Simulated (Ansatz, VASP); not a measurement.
## Na: VASP beside Ansatz

```xyz
1
Lattice="-1.9567 1.9567 2.6557 1.9567 -1.9567 2.6557 1.9567 1.9567 -2.6557" Properties=species:S:1:pos:R:3 pbc="T T T"
Na    0.0000    0.0000    0.0000
```

Alike in both runs: task single point; functional PBEsol; k mesh 16 × 16 × 16; occupations gaussian, width 0.15 eV; no spin polarisation.

```csv
,VASP,Ansatz
version,VASP 6.6.1,Ansatz 0.2.0
potentials or method,"VASP PAW PBE potentials, release 64 (Na_pv), cutoff 520 eV","scalar-relativistic, plane waves, PAW"
valence electrons in the cell,7,9
```

|  | VASP | Ansatz | Ansatz less VASP |
| --- | --- | --- | --- |
| gap on the k mesh at the Fermi level (eV) | none | none | - |
| pressure (GPa) | -0.7 | -0.7 | +0.01 |

VASP's potentials were made for PBE, not for PBEsol. A gap of «none» marks a metal or a gap that the smearing closes. VASP's potentials hold 7 valence electrons a cell and Ansatz's 9, so a difference there can come from the potentials and not from the codes.
